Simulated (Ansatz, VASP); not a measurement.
Nb in VASP and in Ansatz

```xyz
2
Lattice="2.7581 0.0000 0.0000 -1.3791 2.3886 0.0000 0.0000 0.0000 5.0435" Properties=species:S:1:pos:R:3 pbc="T T T"
Nb    0.0000    1.5924    1.2609
Nb    1.3791    0.7962    3.7826
```

Alike in both runs: task single point; functional PBEsol; k mesh 14 × 14 × 7; occupations fermi-dirac, width 0.1 eV; no spin polarisation.

|  | VASP | Ansatz |
| --- | --- | --- |
| version | VASP 6.6.1 | Ansatz 0.2.0 |
| potentials or method | VASP PAW PBE potentials, release 64 (Nb_sv), cutoff 520 eV | plane waves (420 eV) with PAW, scalar-relativistic |
| valence electrons in the cell | 26 | 26 |

Ansatz gave:

| Quantity | Value |
| --- | --- |
| pressure (GPa) | 16.6 |
| traceless stress, the component that is largest in VASP (GPa) | -0.35 |

**Question.** Estimate VASP's values.

**Answer.** Pressure (GPa): 16.3; traceless stress, the component that is largest in VASP (GPa): -0.40.

VASP's potentials were made for PBE, not for PBEsol, and Ansatz warns of the same on its side. With one functional, cell and mesh, what is left measures potentials, basis and numerics.
